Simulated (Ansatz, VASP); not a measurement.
## FeO in VASP and in Ansatz

The input INCAR:

```
SYSTEM = FeO
PREC = Accurate
ENCUT = 520
EDIFF = 1E-6
ISMEAR = -1
SIGMA = 0.05
LREAL = .False.
LASPH = .True.
NELM = 150
ALGO = Normal
ISIF = 2
LWAVE = .False.
LCHARG = .False.
ISPIN = 2
MAGMOM = 3 0
LORBIT = 11
LMAXMIX = 4
GGA = CA
NBANDS = 18
```

File KPOINTS:

```
regular mesh
0
Gamma
  11 11 11
  0 0 0
```

The input POSCAR:

```
FeO
1.0
    1.5486092669      0.8940899771      2.5689933065
   -1.5486092669      0.8940899771      2.5689933065
    0.0000000000     -1.7881799543      2.5689933065
Fe O
1 1
Direct
    0.0000000000      0.0000000000      0.0000000000
    0.5000000000      0.5000000000      0.5000000000
```

Contents of input.yaml:

```yaml
crystal:
  lattice:
    - [1.5486092669, 0.8940899771, 2.5689933065]
    - [-1.5486092669, 0.8940899771, 2.5689933065]
    - [0.0, -1.7881799543, 2.5689933065]
  atoms:
    - { symbol: Fe, position: [0.0, 0.0, 0.0], spin: 3.0 }
    - { symbol: O, position: [0.5, 0.5, 0.5] }
kpoints:
  mp_grid: { grid: [11, 11, 11] }
scf:
  occupations: { method: fermi_dirac, width: 0.05 }
hamiltonian:
  xc: lda
  pseudopotentials: { kind: all_electron, lapw: { basis_error: 0.001 } }
magnetization:
  spin_polarized: true
output:
  forces: true
  stress: true
  eigenvalues: true
```

Change from the starting cell: volume scaled by 1.06.

Alike in both runs: task single point; functional LDA; k mesh 11 × 11 × 11; occupations fermi-dirac, width 0.05 eV; collinear spin.

|  | VASP | Ansatz |
| --- | --- | --- |
| version | VASP 6.6.1 | Ansatz 0.2.0 |
| potentials or method | VASP PAW LDA potentials, release 64 (Fe, O), cutoff 520 eV | all-electron LAPW, scalar-relativistic |

|  | VASP | Ansatz | Ansatz less VASP |
| --- | --- | --- | --- |
| gap on the k mesh at the Fermi level (eV) | none | none | - |
| pressure (GPa) | -24.1 | -24.1 | -0.05 |
| traceless stress, the component that is largest in VASP (GPa) | -0.83 | -0.80 | +0.033 |
| net moment per atom (μB) | 2.00 | 2.00 | +0.001 |
| size of the moment on the site where the two differ most (μB) | 3.58 | 3.61 | +0.027 |

LDA's correlation is that of Perdew and Zunger in VASP and of Perdew and Wang (1992) in Ansatz. Site moments also hang on the region over which each program counts them. A gap of «none» marks a metal or a gap that the smearing closes. Ansatz ran all-electron here, and VASP with PAW potentials.
